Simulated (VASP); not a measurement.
# BO (P6/mmm) in VASP: further runs

The runs below take BO through single point, relaxation of cell and atoms, with PBE.

All numbers are computed with VASP 6.6.1; they aren't measurements. Logs are shortened: lines on timing, memory, paths and dates and some standing lists are left out, and cuts for length are marked.

**1. The cell of the first run**

The structure is hexagonal, space group P6/mmm (No. 191). The conventional cell has a = 4.064 Å, b = 4.064 Å, c = 3.004 Å, α = 90.00°, β = 90.00°, γ = 120.00°. B (site symmetry mmm) has 6 O at 1.91 to 2.03 Å and 4 B at 2.03 Å within 2.5 Å. Within 2.8 Å of O (site symmetry 6/mmm) lie 6 B at 2.03 Å and 12 O at 2.79 Å. Within 2.5 Å of O (site symmetry -6m2) lie 6 B at 1.91 Å and 3 O at 2.35 Å.

**2. Single point, PBE**

INCAR

```
PREC = Accurate
ENCUT = 520
EDIFF = 1E-6
ISMEAR = 0
SIGMA = 0.1
LREAL = False
LASPH = True
NELM = 100
ALGO = Normal
ISIF = 2
LWAVE = False
LCHARG = False
GGA = PE
NBANDS = 22
```

KPOINTS

```
regular mesh
0
Gamma
  6 6 6
```

POSCAR

```
BO
1.0
    4.0635415395      0.0000000000      0.0000000000
   -2.0317707698      3.5191302026      0.0000000000
    0.0000000000      0.0000000000      3.0043987540
B O
3 3
Direct
    0.5000000000      0.0000000000      0.0000000000
    0.5000000000      0.5000000000      0.0000000000
    0.0000000000      0.5000000000      0.0000000000
    0.0000000000      0.0000000000      0.0000000000
    0.3333333333      0.6666666667      0.5000000000
    0.6666666667      0.3333333333      0.5000000000
```

Potentials or basis: VASP PAW PBE potentials, release 64 (B, O).

Run with:

```bash
$ cat potpaw_PBE.64/B/POTCAR potpaw_PBE.64/O/POTCAR > POTCAR
$ mpirun -np 1 vasp_std > vasp.out
```

OUTCAR:

```text
PREC = Accurate
   ENCUT = 520
   EDIFF = 1E-6
   ISMEAR = 0
   LREAL = False
   LASPH = True
   NELM = 100
   ISIF = 2
   GGA = PE

 ion  position               nearest neighbor table
   1  0.500  0.000  0.000-   5 1.91   6 1.91   5 1.91   6 1.91   4 2.03   4 2.03   3 2.03   3 2.03
                             2 2.03   2 2.03
   2  0.500  0.500  0.000-   5 1.91   6 1.91   5 1.91   6 1.91   3 2.03   3 2.03   4 2.03   4 2.03
                             1 2.03   1 2.03
   3  0.000  0.500  0.000-   5 1.91   6 1.91   5 1.91   6 1.91   2 2.03   2 2.03   1 2.03   1 2.03
                             4 2.03   4 2.03
   4  0.000  0.000  0.000-   1 2.03   1 2.03   2 2.03   2 2.03   3 2.03   3 2.03
   5  0.333  0.667  0.500-   3 1.91   3 1.91   1 1.91   1 1.91   2 1.91   2 1.91
   6  0.667  0.333  0.500-   3 1.91   3 1.91   1 1.91   1 1.91   2 1.91   2 1.91

  LATTYP: Found a hexagonal cell.
 ALAT       =     4.0635415395
 C/A-ratio  =     0.7393547537

  Lattice vectors:

 A1 = (   4.0635415395,   0.0000000000,   0.0000000000)
 A2 = (  -2.0317707698,   3.5191302026,   0.0000000000)
 A3 = (   0.0000000000,   0.0000000000,   3.0043987540)

Analysis of symmetry for initial positions (statically):
=====================================================================
 Subroutine PRICEL returns:
 Original cell was already a primitive cell.

 Routine SETGRP: Setting up the symmetry group for a
 hexagonal supercell.

 Subroutine GETGRP returns: Found 24 space group operations
 (whereof 24 operations were pure point group operations)
 out of a pool of 24 trial point group operations.

The static configuration has the point symmetry D_6h.

Analysis of symmetry for dynamics (positions and initial velocities):
=====================================================================
 Subroutine PRICEL returns:
 Original cell was already a primitive cell.

 Routine SETGRP: Setting up the symmetry group for a
 hexagonal supercell.

 Subroutine GETGRP returns: Found 24 space group operations
 (whereof 24 operations were pure point group operations)
 out of a pool of 24 trial point group operations.

The dynamic configuration has the point symmetry D_6h.

 Subroutine INISYM returns: Found 24 space group operations
 (whereof 24 operations are pure point group operations),
 and found     1 'primitive' translations

----------------------------------------------------------------------------------------

                                     Primitive cell
[... 97 lines left out ...]
   ENCUT  =  520.0 eV  38.22 Ry    6.18 a.u.   7.56  7.56  5.59*2*pi/ulx,y,z
   NELM   =    100;   NELMIN=  2; NELMDL= -5     # of ELM steps
   EDIFF  = 0.1E-05   stopping-criterion for ELM
   LREAL  =      F    real-space projection
   EDIFFG = 0.1E-04   stopping-criterion for IOM
   NSW    =      0    number of steps for IOM
   IBRION =     -1    ionic relax: 0-MD 1-quasi-New 2-CG
   NFREE  =      0    steps in history (QN), initial steepest desc. (CG)
   ISIF   =      2    stress and relaxation
   ISYM   =      2    0-nonsym 1-usesym 2-fastsym
   POTIM  = 0.5000    time-step for ionic-motion
   TEBEG  =    0.0;   TEEND  =   0.0 temperature during run
   PSTRESS=    0.0 pullay stress
   NELECT =      27.0000    total number of electrons
   NUPDOWN=      -1.0000    fix difference up-down
   EMIN   =  10.00;   EMAX   =-10.00  energy-range for DOS
   EFERMI =   0.00;   METHOD = LEGACY
   ISMEAR =     0;   SIGMA  =   0.10  broadening in eV -4-tet -1-fermi 0-gaus
   EFERMI_NEDOS =   21; number of points for ismear=-14 and -15
   IALGO  =     38    algorithm
   IMIX   =      4    mixing-type and parameters
     AMIX     =   0.40;   BMIX     =  1.00
     AMIX_MAG =   1.60;   BMIX_MAG =  1.00
  volume/ion in A,a.u.               =       7.16        48.32
  Fermi-wavevector in a.u.,A,eV,Ry     =   1.402265  2.649897 26.753792  1.966348
  Thomas-Fermi vector in A             =   2.525044
   LORBIT       =      0    0 simple, 1 ext, 2 COOP (PROOUT), +10 PAW based schemes
   GGA     = PE    functional components
   LHFCALC =     F    Hartree Fock is set to
   AEXX    =    0.0000 exact exchange contribution
   IVDW    =     0    specifies the selected vdW correction
   LEPSILON=     F    determine dielectric tensor
   LRPA    =     F    only Hartree local field effects (RPA)
 non-spin polarized calculation
 Gauss-broadening in eV      SIGMA  =   0.10
  energy-cutoff  :      520.00
  volume of cell :       42.96
 maximum number of plane-waves:      1187
   NGX = 15   NGY = 15   NGZ = 11

 number of electron      27.0000010 magnetization

 Free energy of the ion-electron system (eV)
  ---------------------------------------------------
  ext. energy  EPLUGINS =         0.00000000
  ---------------------------------------------------
  free energy    TOTEN  =       -30.40063660 eV

  energy without entropy =      -30.39316102  energy(sigma->0) =      -30.39689881

 E-fermi :   6.6314     XC(G=0): -12.0805

 val. band max:        6.6192397908   @ k =   0.3333  -0.0000   0.3333
 cond. band min:       6.6931637000   @ k =   0.3333   0.3333   0.1667
 fundamental gap:      0.0739239092
 Fermi energy:         6.6314030430

 k-point     1 :       0.0000    0.0000    0.0000
  band No.  band energies     occupation
      1     -16.1356      2.00000
      2     -12.9976      2.00000
      3     -11.8435      2.00000
      4      -2.1433      2.00000
      5      -1.7782      2.00000
      6      -1.7782      2.00000
[... 589 lines left out ...]
     21      14.7298      0.00000
     22      15.4993      0.00000

 [... further k-points ...]
[... 5 lines left out ...]
  --------------------------------------------------------------------------------------
  -------------------------------------------------------------------------------------
  Total        0.0139121      0.0139121     -0.0308668     -0.0000000      0.0000000     -0.0000000
  in kB        0.5188054      0.5188054     -1.1510764     -0.0000000      0.0000000     -0.0000000
  external PRESSURE =      -0.0378219 kB  Pullay stress =       0.0000000 kB

 VOLUME and BASIS-vectors are now :
 -----------------------------------------------------------------------------
  energy-cutoff  :      520.00
  volume of cell :       42.96
      direct lattice vectors                 reciprocal lattice vectors
     4.063541540  0.000000000  0.000000000     0.246090754  0.142080563  0.000000000
    -2.031770770  3.519130203  0.000000000     0.000000000  0.284161126  0.000000000
     0.000000000  0.000000000  3.004398754     0.000000000  0.000000000  0.332845298

 POSITION                                       TOTAL-FORCE (eV/Angst)
 -----------------------------------------------------------------------------------
      2.03177      0.00000      0.00000        -0.000000      0.000000      0.000000
      1.01589      1.75957      0.00000        -0.000000      0.000000      0.000000
     -1.01589      1.75957      0.00000        -0.000000      0.000000      0.000000
      0.00000      0.00000      0.00000        -0.000000      0.000000      0.000000
     -0.00000      2.34609      1.50220        -0.000000      0.000000      0.000000
      2.03177      1.17304      1.50220         0.000000     -0.000000      0.000000
 -----------------------------------------------------------------------------------
    total drift:                               -0.000000      0.000000      0.000000

  FREE ENERGIE OF THE ION-ELECTRON SYSTEM (eV)
  ---------------------------------------------------
  free  energy   TOTEN  =       -30.4006365962 eV

  energy  without entropy=      -30.3931610203  energy(sigma->0) =      -30.39689881
```

OSZICAR:

```text
N       E                     dE             d eps       ncg     rms          rms(c)
DAV:   1     0.915657405309E+02    0.91566E+02   -0.13939E+04  1232   0.116E+03
DAV:   2    -0.265988693230E+02   -0.11816E+03   -0.11067E+03  1550   0.243E+02
DAV:   3    -0.319107929009E+02   -0.53119E+01   -0.52342E+01  1612   0.462E+01
DAV:   4    -0.319552006782E+02   -0.44408E-01   -0.44245E-01  1334   0.419E+00
DAV:   5    -0.319556673414E+02   -0.46666E-03   -0.46619E-03  1522   0.344E-01    0.898E+00
DAV:   6    -0.304927564033E+02    0.14629E+01   -0.66636E+00  1328   0.178E+01    0.379E+00
DAV:   7    -0.304072058809E+02    0.85551E-01   -0.47709E-01  1414   0.514E+00    0.203E+00
DAV:   8    -0.304029063726E+02    0.42995E-02   -0.63065E-02  1456   0.195E+00    0.427E-01
DAV:   9    -0.304006172149E+02    0.22892E-02   -0.78578E-03  1582   0.747E-01    0.143E-01
DAV:  10    -0.304005276014E+02    0.89614E-04   -0.15432E-03  1434   0.275E-01    0.544E-02
DAV:  11    -0.304006351457E+02   -0.10754E-03   -0.19609E-04  1364   0.101E-01    0.187E-02
DAV:  12    -0.304006362955E+02   -0.11498E-05   -0.18849E-05  1584   0.367E-02    0.451E-03
DAV:  13    -0.304006365962E+02   -0.30062E-06   -0.30223E-06  1344   0.124E-02
   1 F= -.30400637E+02 E0= -.30396899E+02  d E =-.747558E-02
```

stdout:

```text
POSCAR found type information on POSCAR B O
 POSCAR found :  2 types and       6 ions
 scaLAPACK will be used
 LDA part: xc-table for (Slater+PW92), standard interpolation
 POSCAR, INCAR and KPOINTS ok, starting setup
 FFT: planning ... GRIDC
 FFT: planning ... GRID_SOFT
 FFT: planning ... GRID
 WAVECAR not read
 entering main loop
```

Wall time 29 s (1 thread of Intel Xeon Platinum 8488C (Sapphire Rapids), shared host); peak memory 0.15 GiB.

Results:

```
Free energy            : -30.4006 eV
Pressure               : 0.0 GPa
Band gap on the k mesh : zero (an odd number of electrons rules out a gap without spin polarisation)
```

Stress tensor (GPa, compression positive):
```
 0.05  0.00  0.00
 0.00  0.05  0.00
 0.00  0.00 -0.12
```

Levels at points of the mesh, in eV from the Fermi level:
```tsv
k point	band 11	band 12	band 13	band 14	band 15	band 16	band 17	band 18
(0.00, 0.00, 0.00)	-3.39	-2.44	-2.44	-1.96	3.89	3.89	4.18	4.18
(0.50, 0.00, 0.00)	-4.09	-3.64	-2.31	-0.94	1.46	3.87	4.07	5.01
(0.00, 0.00, 0.50)	-3.32	-3.32	-1.21	-1.21	2.66	3.94	3.94	3.98
(0.50, 0.00, 0.50)	-2.80	-2.52	-1.71	1.71	2.32	3.19	3.97	5.06
```

Caveat: an odd number of electrons without spin polarisation forces a metal; a magnetic or distorted state may lie lower.

**3. Relaxation of cell and atoms, PBE**

This run uses another cell than the first one, of 6.69 Å³/atom.

INCAR

```
PREC = Accurate
ENCUT = 600
EDIFF = 1E-6
ISMEAR = 0
SIGMA = 0.1
LREAL = F
LASPH = T
NELM = 100
ALGO = Normal
ISIF = 3
LWAVE = F
LCHARG = F
GGA = PE
IBRION = 2
NSW = 90
EDIFFG = -0.04
```

KPOINTS

```
Automatic mesh
0
Gamma
  6 6 6
```

POSCAR, as its differences from that of step 2:

```diff
@@ -2,5 +2,5 @@
 1.0
-    4.0635415395      0.0000000000      0.0000000000
-   -2.0317707698      3.5191302026      0.0000000000
-    0.0000000000      0.0000000000      3.0043987540
+    3.8586448934      0.0000000000      0.0000000000
+   -1.9293224467      3.3416845019      0.0000000000
+    0.0000000000      0.0000000000      3.1132248571
 B O
```

Potentials or basis: VASP PAW PBE potentials, release 64 (B, O).

Run with:

```bash
$ cat potpaw_PBE.64/B/POTCAR potpaw_PBE.64/O/POTCAR > POTCAR
$ mpirun -np 1 vasp_std > vasp.out
```

OUTCAR:

```text
PREC = Accurate
   ENCUT = 600
   EDIFF = 1E-6
   ISMEAR = 0
   LREAL = F
   LASPH = T
   NELM = 100
   ISIF = 3
   GGA = PE
   IBRION = 2
   NSW = 90
   EDIFFG = -0.04

 ion  position               nearest neighbor table
   1  0.500  0.000  0.000-   5 1.91   6 1.91   5 1.91   6 1.91   4 1.93   4 1.93   2 1.93   2 1.93
                             3 1.93   3 1.93
   2  0.500  0.500  0.000-   5 1.91   6 1.91   5 1.91   6 1.91   3 1.93   3 1.93   4 1.93   1 1.93
                             1 1.93   4 1.93
   3  0.000  0.500  0.000-   5 1.91   6 1.91   5 1.91   6 1.91   2 1.93   2 1.93   4 1.93   4 1.93
                             1 1.93   1 1.93
   4  0.000  0.000  0.000-   1 1.93   1 1.93   3 1.93   3 1.93   2 1.93   2 1.93
   5  0.333  0.667  0.500-   3 1.91   3 1.91   1 1.91   1 1.91   2 1.91   2 1.91
   6  0.667  0.333  0.500-   3 1.91   3 1.91   1 1.91   1 1.91   2 1.91   2 1.91

  LATTYP: Found a hexagonal cell.
 ALAT       =     3.8586448934
 C/A-ratio  =     0.8068181818

  Lattice vectors:

 A1 = (   3.8586448934,   0.0000000000,   0.0000000000)
 A2 = (  -1.9293224467,   3.3416845019,   0.0000000000)
 A3 = (   0.0000000000,   0.0000000000,   3.1132248571)

Analysis of symmetry for initial positions (statically):
[... 188 lines left out ...]
  Direction    XX          YY          ZZ          XY          YZ          ZX
  --------------------------------------------------------------------------------------
  -------------------------------------------------------------------------------------
  Total        7.7690311      7.7690311     -2.7953996      0.0000000     -0.0000000      0.0000000
  in kB      310.0749576    310.0749576   -111.5690515      0.0000000     -0.0000000      0.0000000
  external PRESSURE =     169.5269546 kB  Pullay stress =       0.0000000 kB
[... 147 lines left out ...]
--------------------------------------- Ionic step        5  -------------------------------------------

 number of electron      26.9999999 magnetization

 Free energy of the ion-electron system (eV)
  ---------------------------------------------------
  ext. energy  EPLUGINS =         0.00000000
  ---------------------------------------------------
  free energy    TOTEN  =       -30.40192867 eV

  energy without entropy =      -30.39448851  energy(sigma->0) =      -30.39820859

 E-fermi :   6.6054     XC(G=0): -12.0717

 val. band max:        6.5955161488   @ k =   0.3333   0.0000   0.3333
 cond. band min:       6.6706088411   @ k =   0.3333   0.3333   0.1667
 fundamental gap:      0.0750926923
 Fermi energy:         6.6053643232

 k-point     1 :       0.0000    0.0000    0.0000
  band No.  band energies     occupation
      1     -16.1465      2.00000
      2     -13.0319      2.00000
      3     -11.8492      2.00000
      4      -2.1441      2.00000
      5      -1.7789      2.00000
      6      -1.7789      2.00000
[... 457 lines left out ...]
      4      -6.7819      2.00000
      5      -5.0185      2.00000
      6      -1.1765      2.00000
[... 9 lines left out ...]
     16       9.9128      0.00000
     17      10.4837      0.00000

 [... further k-points ...]
[... 5 lines left out ...]
  --------------------------------------------------------------------------------------
  -------------------------------------------------------------------------------------
  Total       -0.2119735     -0.2119735      0.0045610      0.0000000      0.0000000      0.0000000
  in kB       -7.8899365     -7.8899365      0.1697663      0.0000000      0.0000000      0.0000000
  external PRESSURE =      -5.2033689 kB  Pullay stress =       0.0000000 kB
[... 21 lines left out ...]
  FREE ENERGIE OF THE ION-ELECTRON SYSTEM (eV)
  ---------------------------------------------------
  free  energy   TOTEN  =       -30.4019286663 eV

  energy  without entropy=      -30.3944885117  energy(sigma->0) =      -30.39820859

 reached required accuracy - stopping structural energy minimisation
```

Run time: 85 s. Hardware: 1 thread of Intel Xeon Platinum 8488C (Sapphire Rapids), shared host; peak memory 0.17 GiB.

Results:

```
Free energy                           : -30.4019 eV
Relaxed volume                        : 7.17 Å³/atom
Relaxed cell                          : a = 4.069 Å, b = 4.069 Å, c = 3.002 Å, α = 90.00°, β = 90.00°, γ = 120.00°
Space group after relaxing (to 0.1 Å) : P6/mmm (No. 191)
Energy gained by relaxing             : 76.2 meV/atom
Ionic steps                           : 5
Pressure after relaxing               : -0.5 GPa
Band gap on the k mesh                : zero (an odd number of electrons rules out a gap without spin polarisation)
```

The path:
| step | energy change (eV) | largest force (eV/Å) | pressure (GPa) | volume (Å³) |
| --- | --- | --- | --- | --- |
| 1 | 0.0000 | 0.0000 | 16.95 | 40.14 |
| 2 | -0.4281 | 0.0000 | -6.48 | 44.30 |
| 3 | -0.4348 | 0.0000 | -4.30 | 43.77 |
| 4 | -0.4542 | 0.0000 | 1.01 | 42.79 |
| 5 | -0.4572 | 0.0000 | -0.52 | 43.04 |

Final structure:
```
CELL_PARAMETERS angstrom
4.06892 0.00000 0.00000
-2.03446 3.52378 0.00000
0.00000 0.00000 3.00214
ATOMIC_POSITIONS crystal
B 0.50000 0.00000 0.00000
B 0.50000 0.50000 0.00000
B 0.00000 0.50000 0.00000
O 0.00000 0.00000 0.00000
O 0.33333 0.66667 0.50000
O 0.66667 0.33333 0.50000
```

Caveat: an odd number of electrons without spin polarisation forces a metal; a magnetic or distorted state may lie lower.

The gap in the log of VASP goes by the Fermi energy; the results here count the filled bands.